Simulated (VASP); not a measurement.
A run of VASP 6.6.1 is set up as follows.

File INCAR:

```
SYSTEM = Si
ALGO = Normal ; EDIFF = 1E-6
ENCUT = 500 ; GGA = PS
GGA_COMPAT = .FALSE. ; ISIF = 2
ISMEAR = 0 ; LASPH = .TRUE.
LCHARG = .FALSE. ; LREAL = .FALSE.
LWAVE = .FALSE. ; NBANDS = 36
NELM = 120 ; PREC = Accurate
SIGMA = 0.02
```

Contents of KPOINTS:

```
k-points
0
G
  10 10 4
  0 0 0
```

POSCAR

```
Si
1.0
    1.9113942423     -5.3484659929      0.0000000000
    1.9113942423      5.3484659929      0.0000000000
    0.0000000000      0.0000000000     12.6532926689
Si
12
Direct
    0.7570383451      0.2429616549      0.4450867617
    0.2429616549      0.7570383451      0.5549132383
    0.7570383451      0.2429616549      0.0549132383
    0.2429616549      0.7570383451      0.9450867617
    0.4286909122      0.5713090878      0.6572187100
    0.5713090878      0.4286909122      0.3427812900
    0.4286909122      0.5713090878      0.8427812900
    0.5713090878      0.4286909122      0.1572187100
    0.9711892217      0.0288107783      0.4093723514
    0.0288107783      0.9711892217      0.5906276486
    0.9711892217      0.0288107783      0.0906276486
    0.0288107783      0.9711892217      0.9093723514
```

Potentials or basis: VASP PAW PBE potentials, release 64 (Si).

Run with:

```bash
$ cat potpaw_PBE.64/Si/POTCAR > POTCAR
$ mpirun -np 1 vasp_std > vasp.out
```

Problem. Estimate the pressure.

Solution. 0.1 GPa.

Problem. Predict the largest force.

Solution. 0.006 eV/Å.

Problem. Estimate the band gap on the k mesh.

Solution. 0.39 eV (least direct gap 0.48 eV).

Forces on the atoms (eV/Å):
```
Si   0.000  0.000 -0.004
Si   0.000  0.000  0.004
Si   0.000  0.000  0.004
Si   0.000  0.000 -0.004
Si   0.000  0.001  0.003
Si   0.000 -0.001 -0.003
Si   0.000  0.001 -0.003
Si   0.000 -0.001  0.003
Si   0.000  0.001 -0.005
Si   0.000 -0.001  0.005
Si   0.000  0.001  0.005
Si   0.000 -0.001 -0.005
```

Caveat: the PAW data sets were made with another functional, which shifts forces and pressure a little. A k mesh can miss the band edges.
